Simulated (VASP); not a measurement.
A run of VASP 6.6.1:

INCAR

```
ALGO = Normal ; EDIFF = 1E-6
ENCUT = 520 ; GGA = PE
ISIF = 2 ; ISMEAR = -1
IVDW = 12 ; LASPH = True
LCHARG = False ; LREAL = Auto
LWAVE = False ; NBANDS = 74
NELM = 100 ; PREC = Accurate
SIGMA = 0.05
```

KPOINTS

```
k-points
0
Gamma
  1 1 1
```

The input POSCAR:

```
BH24C12F3
1.0
    8.0257430000      0.0000000000      0.0000000000
    0.0000000000      8.0257430000      0.0000000000
    0.0000000000      0.0000000000      8.0257430000
B F C H
1 3 12 24
Direct
    0.9908739914      0.8586494733      0.5870235317
    1.1556313229      0.8992313858      0.5439371782
    0.8576277611      0.8929765132      0.5034923246
    0.9725953099      0.7368663562      0.7103516771
    0.9300945719      0.7396947547      0.1701773904
    0.8092210279      0.6279169418      0.1760460060
    0.6119558027      0.3161701041      0.1137090983
    0.5595743597      0.3232847102     -0.0505373770
    0.4492045160     -0.0667103345      0.8395359782
    0.5510891640     -0.1588264164      0.7540111863
    0.4693023437      0.3917892711      0.5359752985
    0.4520204547      0.2456470385      0.4493914146
    0.3472824884      0.6847714909      0.2315299655
    0.2769712412      0.6821050711      0.0719185750
    0.0169828513      0.2397908829      0.6498837553
    0.1488584920      0.2780178732      0.7379129882
    0.9212854187      0.8736262798      0.1907362346
    1.0585063589      0.7046948800      0.2310440292
    0.6947269555      0.6767348518      0.1359500298
    0.7775230281      0.4932876620      0.1689812395
    0.7584219928      0.3031370429      0.1359375699
    0.5526591121      0.4052459691      0.2257111896
    0.6710157552      0.3378254200     -0.1440614283
    0.4351746623      0.3386103941     -0.0840046834
    0.3229981324     -0.0620752496      0.8627986219
    0.4857120394     -0.0102046627      0.9507157157
    0.5352401641     -0.2167026779      0.6111459089
    0.6822670499     -0.1416192868      0.7533757311
    0.4737256102      0.5132359708      0.4608794475
    0.5186435698      0.3843008678      0.6619947835
    0.3927860635      0.2364142485      0.3309350922
    0.4577644712      0.1238390016      0.5138340463
    0.2978540429      0.7563411886      0.3396196464
    0.4510859618      0.6020626377      0.2444882673
    0.1948480035      0.7783578418      0.0321340965
    0.3596053350      0.6335114394     -0.0282964456
   -0.0854126528      0.1822510389      0.7094794837
    0.0171074504      0.1996699869      0.5155036736
    0.1457684354      0.3233470097      0.8768533954
    0.2564996163      0.3088062999      0.6707416373
```

Potentials or basis: VASP PAW PBE potentials, release 64 (B, F, C, H).

Launch:

```sh
$ cat potpaw_PBE.64/B/POTCAR potpaw_PBE.64/F/POTCAR potpaw_PBE.64/C/POTCAR potpaw_PBE.64/H/POTCAR > POTCAR
$ mpirun -np 1 vasp_gam > vasp.out
```

Hardware: 1 thread of Intel(R) Xeon(R) Platinum 8259CL CPU @ 2.50GHz (Skylake/Cascade Lake) (shared host).

Q: How long does it take, and how much memory?

A: Wall time 92 s on 1 thread of Intel(R) Xeon(R) Platinum 8259CL CPU @ 2.50GHz (Skylake/Cascade Lake) (shared host), peak memory 0.53 GiB. Counts: scf iterations 17, k points 1.
